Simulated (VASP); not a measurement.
## SiC (Moissanite): single point with BLYP

The system is SiC (Moissanite).

```
Si C
1.0
     3.09637    0.00000    0.00000
    -1.54819    2.68154    0.00000
     0.00000    0.00000    5.08143
Si C
2 2
Cartesian
  1.5482 0.8938 2.5407
  0.0000 1.7877 0.0000
  1.5482 0.8938 4.4971
  0.0000 1.7877 1.9564
```

```yaml
Program: VASP 6.6.1
Task: single point
Functional: BLYP
Potentials_or_basis: VASP PAW PBE potentials, release 64 (Si, C)
Cutoff: 520 eV
k_mesh: 10 × 10 × 5
Occupations: fermi-dirac, width 0.05 eV
Spin: no spin polarisation
```

```
Pressure               : 4.4 GPa
Largest force          : 0.733 eV/Å
Band gap on the k mesh : 2.81 eV, indirect (least direct gap 4.29 eV)
```

Forces in eV/Å, atoms in the order of the input:
```
Si   0.000  0.000  0.733
Si   0.000  0.000  0.733
C    0.000  0.000 -0.733
C    0.000  0.000 -0.733
```

Stress tensor (GPa, compression positive):
```
5.49 0.00 0.00
0.00 5.49 0.00
0.00 0.00 2.35
```

Levels at points of the mesh, in eV from the valence-band top:
```
           k point  band 6  band 7  band 8  band 9  band 10  band 11
(0.00, 0.00, 0.00)   -0.29   -0.29    0.00    4.58     5.96     6.49
(0.50, 0.00, 0.00)   -3.46   -3.08   -1.48    2.81     4.40     6.73
```

Wall time 33 s on 1 thread of Intel Xeon 6975P-C, on a shared host, peak memory 0.16 GiB.

Caveat: the PAW data sets were made with another functional, which shifts forces and pressure a little. As with any semilocal functional, this BLYP gap is likely too small.
